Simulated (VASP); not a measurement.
Write the native input for VASP 6.6.1 that does the following.

| Property | Result |
| --- | --- |
| Task | relaxation of cell and atoms |
| Functional | PBE |
| Potentials or basis | VASP PAW PBE potentials, release 64 (La, O) |
| Cutoff | 600 eV |
| k mesh | 4 × 2 × 2 |
| Occupations | gaussian, width 0.1 eV |
| Spin | no spin polarisation |
| Dipole correction | no |
| Further INCAR settings | ALGO = Normal; EDIFF = 1e-07; IBRION = 2; EDIFFG = -0.025; NSW = 80; ISIF = 3 |

The structure of La2O3 lies in POSCAR:

```
La2O3
1.0
    0.0109195599      0.0357678272     -3.2653764176
    3.1825971046     -5.6777289930      0.0494657986
   -9.7158400009     -5.7747519477      0.0918034165
La O
4 6
Direct
    0.4705638676      0.4710122545      0.8723303155
    0.5092919742     -0.0123630055      0.3350188140
    0.4500962298      0.0251718196      0.6649027810
    0.5352281563      0.4682649916      0.1725186779
    1.0290028065      0.7586384649      0.7623826581
    0.0469796226      0.2457297239      0.2572344621
    0.9953589161      0.5277439652      0.9800455871
    0.9968321632      0.9936743895      0.4777128461
    0.9903020559      0.2470177310      0.7445872819
    0.9763442077      0.7751096653      0.2332665763
```

The input as run:

INCAR

```
PREC = Accurate
ENCUT = 600
EDIFF = 1E-7
ISMEAR = 0
SIGMA = 0.1
LREAL = False
LASPH = True
NELM = 100
ALGO = Normal
ISIF = 3
LWAVE = False
LCHARG = False
GGA = PE
IBRION = 2
NSW = 80
EDIFFG = -0.025
```

KPOINTS

```
regular mesh
0
Gamma
  4 2 2
```

Potentials or basis: VASP PAW PBE potentials, release 64 (La, O).

Run with:

```console
$ cat potpaw_PBE.64/La/POTCAR potpaw_PBE.64/O/POTCAR > POTCAR
$ mpirun -np 1 vasp_std > vasp.out
```

Results of the run:

```json
{"Relaxed volume": "23.05 Å³/atom", "Relaxed cell": "a = 3.285 Å, b = 6.368 Å, c = 11.022 Å, α = 89.95°, β = 90.01°, γ = 90.01°", "Space group after relaxing (to 0.1 Å)": "P6/mmm (No. 191)", "Energy gained by relaxing": "337.1 meV/atom", "Ionic steps": "26", "Pressure after relaxing": "-0.1 GPa", "Largest force after relaxing": "0.024 eV/Å", "Band gap on the k mesh": "1.62 eV (least direct gap 2.07 eV)"}
```

Caveat: the k points lie up to 0.49 Å⁻¹ apart in the final cell; spin-orbit coupling is left out, which moves the levels of the heavy elements.

Run time: 62 min on 1 thread of Intel(R) Xeon(R) 6975P-C (Granite Rapids) (shared host), peak memory 0.5 GiB.
